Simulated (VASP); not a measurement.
# CaO in VASP: a series of runs

The runs below take CaO through relaxation of cell and atoms, single point, with LDA.

Program: VASP 6.6.1. These are calculated values, not measurements. Logs are shortened: lines on timing, memory, paths and dates and some standing lists are left out, and cuts for length are marked.

### Step 1. The cell of the first run

The structure is cubic, space group Fm-3m (No. 225). Conventional cell: a = 4.813 Å, b = 4.813 Å, c = 4.813 Å, α = 90.00°, β = 90.00°, γ = 90.00°. Within 3.2 Å of Ca (site symmetry m-3m) lie 6 O at 2.41 Å. Within 3.2 Å of O (site symmetry m-3m) lie 6 Ca at 2.41 Å.

### Step 2. Relaxation of cell and atoms, LDA

INCAR reads:

```
ALGO     = Normal         # electronic algorithm
EDIFF    = 1E-7           # SCF threshold, eV
EDIFFG   = -0.002         # ionic threshold
ENCUT    = 600            # plane-wave cutoff, eV
GGA      = CA             # functional
IBRION   = 2              # ionic algorithm
ISIF     = 3              # what is computed and relaxed
ISMEAR   = -1             # smearing method
LASPH    = T              # aspherical terms in the spheres
LCHARG   = F              # write CHGCAR
LREAL    = F              # projectors in reciprocal space
LWAVE    = F              # write WAVECAR
NELM     = 100            # most SCF steps
NSW      = 100            # ionic steps
PREC     = Accurate       # precision mode
SIGMA    = 0.1            # smearing width, eV
```

KPOINTS reads:

```
k-points
0
Gamma
  12 12 12
```

POSCAR reads:

```
CaO
1.0
    2.4065000000      2.4065000000      0.0000000000
   -2.4065000000      2.4065000000      0.0000000000
    0.0000000000      2.4065000000      2.4065000000
Ca O
1 1
Direct
    0.0000000000      0.0000000000      0.0000000000
    0.5000000000      0.5000000000      0.0000000000
```

Potentials or basis: VASP PAW LDA potentials, release 64 (Ca_sv, O).

On the command line:

```
$ cat potpaw_LDA.64/Ca_sv/POTCAR potpaw_LDA.64/O/POTCAR > POTCAR
$ mpirun -np 1 vasp_std > vasp.out
```

OUTCAR:

```text
EDIFF = 1E-7
   EDIFFG = -0.002
   ENCUT = 600
   GGA = CA
   IBRION = 2
   ISIF = 3
   ISMEAR = -1
   LASPH = T
   LREAL = F
   NELM = 100
   NSW = 100
   PREC = Accurate

 ion  position               nearest neighbor table
   1  0.000  0.000  0.000-   2 2.41   2 2.41   2 2.41   2 2.41   2 2.41   2 2.41
   2  0.500  0.500  0.000-   1 2.41   1 2.41   1 2.41   1 2.41   1 2.41   1 2.41

  LATTYP: Found a face centered cubic cell.
 ALAT       =     4.8130000000

  Lattice vectors:

 A1 = (   0.0000000000,   2.4065000000,   2.4065000000)
 A2 = (   2.4065000000,   0.0000000000,   2.4065000000)
 A3 = (   2.4065000000,   2.4065000000,   0.0000000000)

Analysis of symmetry for initial positions (statically):
=====================================================================
 Subroutine PRICEL returns:
 Original cell was already a primitive cell.

 Routine SETGRP: Setting up the symmetry group for a
 face centered cubic supercell.

 Subroutine GETGRP returns: Found 48 space group operations
 (whereof 48 operations were pure point group operations)
 out of a pool of 48 trial point group operations.

The static configuration has the point symmetry O_h .

Analysis of symmetry for dynamics (positions and initial velocities):
=====================================================================
 Subroutine PRICEL returns:
 Original cell was already a primitive cell.

 Routine SETGRP: Setting up the symmetry group for a
 face centered cubic supercell.

 Subroutine GETGRP returns: Found 48 space group operations
 (whereof 48 operations were pure point group operations)
 out of a pool of 48 trial point group operations.

The dynamic configuration has the point symmetry O_h .

 Subroutine INISYM returns: Found 48 space group operations
 (whereof 48 operations are pure point group operations),
 and found     1 'primitive' translations

----------------------------------------------------------------------------------------

                                     Primitive cell

  volume of cell :      27.8732

  direct lattice vectors                    reciprocal lattice vectors
     2.406500000  2.406500000  0.000000000     0.207770621  0.207770621 -0.207770621
    -2.406500000  2.406500000  0.000000000    -0.207770621  0.207770621 -0.207770621
     0.000000000  2.406500000  2.406500000     0.000000000  0.000000000  0.415541242

  length of vectors
     3.403304938  3.403304938  3.403304938     0.359869272  0.359869272  0.415541242

  position of ions in fractional coordinates (direct lattice)
     0.000000000  0.000000000  0.000000000
     0.500000000  0.500000000  0.000000000

  ion indices of the primitive-cell ions
   primitive index   ion index
                 1           1
                 2           2

----------------------------------------------------------------------------------------

 KPOINTS: k-points

Automatic generation of k-mesh.
 Grid dimensions read from file:
 generate k-points for:   12   12   12

 Generating k-lattice:

  Cartesian coordinates                     Fractional coordinates (reciprocal lattice)
     0.017314218  0.017314218 -0.017314218     0.083333333  0.000000000  0.000000000
    -0.017314218  0.017314218 -0.017314218     0.000000000  0.083333333  0.000000000
     0.000000000  0.000000000  0.034628437     0.000000000  0.000000000  0.083333333

  Length of vectors
     0.029989106  0.029989106  0.034628437

  Shift w.r.t. Gamma in fractional coordinates (k-lattice)
     0.000000000  0.000000000  0.000000000

 Subroutine IBZKPT returns following result:
 ===========================================

 Found     72 irreducible k-points:

 Following reciprocal coordinates:
            Coordinates               Weight
  0.000000  0.000000  0.000000      1.000000
  0.083333  0.000000  0.000000      8.000000
  0.166667  0.000000  0.000000      8.000000
  0.250000  0.000000  0.000000      8.000000
  0.333333  0.000000  0.000000      8.000000
  0.416667  0.000000  0.000000      8.000000
[... 16 lines left out ...]
  0.500000  0.166667  0.000000     24.000000
 -0.416667  0.166667  0.000000     24.000000
 [... further k-points ...]
   k-points           NKPTS =     72   k-points in BZ     NKDIM =     72   number of bands    NBANDS=     12
   number of dos      NEDOS =    301   number of ions     NIONS =      2
   total plane-waves  NPLWV =  21952
   dimension x,y,z NGX =    28 NGY =   28 NGZ =   28
   dimension x,y,z NGXF=    56 NGYF=   56 NGZF=   56
   ions per type =               1   1
   NGX,Y,Z   is equivalent  to a cutoff of  13.68, 13.68, 13.68 a.u.
   NGXF,Y,Z  is equivalent  to a cutoff of  27.36, 27.36, 27.36 a.u.
 SYSTEM =  unknown system
   PREC   = accura    normal or accurate (medium, high low for compatibility)
   ISTART =      0    job   : 0-new  1-cont  2-samecut
   ICHARG =      2    charge: 1-file 2-atom 10-const
   ISPIN  =      1    spin polarized calculation?
   LNONCOLLINEAR =      F non collinear calculations
   LSORBIT =      F    spin-orbit coupling
   LASPH  =      T    aspherical Exc in radial PAW
   ENCUT  =  600.0 eV  44.10 Ry    6.64 a.u.   6.80  6.80  6.80*2*pi/ulx,y,z
   NELM   =    100;   NELMIN=  2; NELMDL= -5     # of ELM steps
   EDIFF  = 0.1E-06   stopping-criterion for ELM
   LREAL  =      F    real-space projection
   EDIFFG = -.2E-02   stopping-criterion for IOM
   NSW    =    100    number of steps for IOM
   IBRION =      2    ionic relax: 0-MD 1-quasi-New 2-CG
   NFREE  =      1    steps in history (QN), initial steepest desc. (CG)
   ISIF   =      3    stress and relaxation
   ISYM   =      2    0-nonsym 1-usesym 2-fastsym
   POTIM  = 0.5000    time-step for ionic-motion
   TEBEG  =    0.0;   TEEND  =   0.0 temperature during run
   PSTRESS=    0.0 pullay stress
   NELECT =      16.0000    total number of electrons
   NUPDOWN=      -1.0000    fix difference up-down
   EMIN   =  10.00;   EMAX   =-10.00  energy-range for DOS
   EFERMI =   0.00;   METHOD = LEGACY
   ISMEAR =    -1;   SIGMA  =   0.10  broadening in eV -4-tet -1-fermi 0-gaus
   EFERMI_NEDOS =   21; number of points for ismear=-14 and -15
   IALGO  =     38    algorithm
   IMIX   =      4    mixing-type and parameters
     AMIX     =   0.40;   BMIX     =  1.00
     AMIX_MAG =   1.60;   BMIX_MAG =  1.00
  volume/ion in A,a.u.               =      13.94        94.05
  Fermi-wavevector in a.u.,A,eV,Ry     =   1.360564  2.571093 25.186211  1.851134
  Thomas-Fermi vector in A             =   2.487215
   LORBIT       =      0    0 simple, 1 ext, 2 COOP (PROOUT), +10 PAW based schemes
   GGA     = CA    functional components
   LHFCALC =     F    Hartree Fock is set to
   AEXX    =    0.0000 exact exchange contribution
   IVDW    =     0    specifies the selected vdW correction
   LEPSILON=     F    determine dielectric tensor
   LRPA    =     F    only Hartree local field effects (RPA)
 conjugate gradient relaxation of ions
 non-spin polarized calculation
  energy-cutoff  :      600.00
  volume of cell :       27.87
 maximum number of plane-waves:       950
   NGX = 13   NGY = 13   NGZ = 13

--------------------------------------- Ionic step        1  -------------------------------------------

 number of electron      15.9999997 magnetization

 Free energy of the ion-electron system (eV)
  ---------------------------------------------------
  ext. energy  EPLUGINS =         0.00000000
  ---------------------------------------------------
  free energy    TOTEN  =       -14.19041778 eV

  energy without entropy =      -14.19041778  energy(sigma->0) =      -14.19041778

------------------------ aborting loop because EDIFF is reached ----------------------------------------

  FORCE on cell =-STRESS in cart. coord.  units (eV):
  Direction    XX          YY          ZZ          XY          YZ          ZX
  --------------------------------------------------------------------------------------
  -------------------------------------------------------------------------------------
  Total       -1.1759072     -1.1759072     -1.1759072      0.0000000      0.0000000     -0.0000000
  in kB      -67.5921171    -67.5921171    -67.5921171      0.0000000      0.0000000     -0.0000000
  external PRESSURE =     -67.5921171 kB  Pullay stress =       0.0000000 kB
[... 57 lines left out ...]
  energy  without entropy=      -14.2192810176  energy(sigma->0) =      -14.21928102

--------------------------------------- Ionic step        3  -------------------------------------------

 number of electron      15.9999998 magnetization

 Free energy of the ion-electron system (eV)
  ---------------------------------------------------
  ext. energy  EPLUGINS =         0.00000000
  ---------------------------------------------------
  free energy    TOTEN  =       -14.22668479 eV

  energy without entropy =      -14.22668479  energy(sigma->0) =      -14.22668479

 E-fermi :   4.1398     XC(G=0): -11.3070

 val. band max:        2.3464556319   @ k =   0.0000   0.0000   0.0000
 cond. band min:       5.7719230529   @ k =   0.5000   0.5000   0.0000
 fundamental gap:      3.4254674209
 Fermi energy:         4.1397676452

 k-point     1 :       0.0000    0.0000    0.0000
  band No.  band energies     occupation
      1     -34.4984      2.00000
      2     -15.4971      2.00000
      3     -15.4971      2.00000
      4     -15.4971      2.00000
      5     -12.9713      2.00000
      6       2.3465      2.00000
      7       2.3465      2.00000
      8       2.3465      2.00000
      9       7.3774      0.00000
     10       8.5829      0.00000
     11       8.5829      0.00000
     12       8.5829      0.00000
[... 331 lines left out ...]
 k-point    24 :      -0.4167    0.1667    0.0000
  band No.  band energies     occupation
      1     -34.3630      2.00000
      2     -16.6134      2.00000
      3     -15.6587      2.00000
      4     -15.6301      2.00000
      5     -11.8714      2.00000
      6       0.1622      2.00000
      7       1.2210      2.00000
      8       1.4655      2.00000
      9       8.0209      0.00000
     10      10.2843      0.00000
     11      11.1056      0.00000
     12      11.2385      0.00000

 [... further k-points ...]
[... 5 lines left out ...]
  --------------------------------------------------------------------------------------
  -------------------------------------------------------------------------------------
  Total        0.0003434      0.0003434      0.0003434      0.0000000     -0.0000000      0.0000000
  in kB        0.0209618      0.0209618      0.0209618      0.0000000     -0.0000000      0.0000000
  external PRESSURE =       0.0209618 kB  Pullay stress =       0.0000000 kB
[... 17 lines left out ...]
  FREE ENERGIE OF THE ION-ELECTRON SYSTEM (eV)
  ---------------------------------------------------
  free  energy   TOTEN  =       -14.2266847931 eV

  energy  without entropy=      -14.2266847907  energy(sigma->0) =      -14.22668479

 reached required accuracy - stopping structural energy minimisation
```

It took 35 s on 1 thread of Intel Xeon 6975P-C (Granite Rapids), shared host; peak memory 0.17 GiB.

Results:

```
Free energy                            : -14.2267 eV
Relaxed volume                         : 13.12 Å³/atom
Relaxed cell                           : a = 3.336 Å, b = 3.336 Å, c = 3.336 Å, α = 60.00°, β = 60.00°, γ = 90.00°
Space group after relaxing (to 0.05 Å) : Fm-3m (No. 225)
Energy gained by relaxing              : 18.1 meV/atom
Ionic steps                            : 3
Pressure after relaxing                : 0.0 GPa
Band gap on the k mesh                 : 3.43 eV, indirect (least direct gap 3.79 eV)
```

The path:
```csv
step,energy change (eV),largest force (eV/Å),pressure (GPa),volume (Å³)
1,0.0000,0.0000,-6.76,27.87
2,-0.0289,0.0000,3.58,25.57
3,-0.0363,0.0000,0.00,26.25
```

Final structure:
```xyz
2
Lattice="2.3587 2.3587 0.0000 -2.3587 2.3587 0.0000 0.0000 2.3587 2.3587" Properties=species:S:1:pos:R:3 pbc="T T T"
Ca    0.0000    0.0000    0.0000
O     0.0000    4.7175    2.3587
```

A k mesh can miss the band edges. Zero-point motion and thermal expansion aren't in these numbers.

### Step 3. Single point, LDA

This run uses another cell than the first one, of 13.04 Å³/atom, 0.936 times its volume.

INCAR reads:

```
ALGO = Normal ; EDIFF = 1E-6
ENCUT = 520 ; GGA = CA
ISIF = 2 ; ISMEAR = 0
LASPH = True ; LCHARG = False
LREAL = False ; LWAVE = False
NBANDS = 15 ; NELM = 60
PREC = Accurate ; SIGMA = 0.01
```

KPOINTS reads:

```
k-points
0
Gamma
  8 8 8
```

POSCAR reads:

```
CaO
1.0
    2.3539498185      2.3539498185      0.0000000000
   -2.3539498185      2.3539498185      0.0000000000
    0.0000000000      2.3539498185      2.3539498185
Ca O
1 1
Direct
    0.0000000000      0.0000000000      0.0000000000
    0.5000000000      0.5000000000      0.0000000000
```

Potentials or basis: VASP PAW LDA potentials, release 64 (Ca_sv, O).

On the command line:

```
$ cat potpaw_LDA.64/Ca_sv/POTCAR potpaw_LDA.64/O/POTCAR > POTCAR
$ mpirun -np 1 vasp_std > vasp.out
```

Run time: 10 s. Hardware: 1 thread of Intel Xeon 6975P-C, shared host; peak memory 0.15 GiB.

It converged, with:

```
Free energy            : -14.2204 eV
Pressure               : 1.0 GPa
Band gap on the k mesh : 3.42 eV, indirect (least direct gap 3.78 eV)
```

Levels at points of the mesh, in eV from the valence-band top:
```tsv
k point	band 5	band 6	band 7	band 8	band 9	band 10	band 11	band 12
(0.00, 0.00, 0.00)	-15.33	0.00	0.00	0.00	5.08	6.25	6.25	6.25
(0.50, 0.00, 0.00)	-13.79	-2.86	-1.36	-1.36	7.24	8.64	8.64	8.79
(0.50, 0.50, 0.00)	-15.09	-1.27	-0.36	-0.36	3.42	8.49	9.23	9.96
```

A k mesh can miss the band edges. As with any semilocal functional, this LDA gap is likely too small.

(Continued in part 2 of 2.)
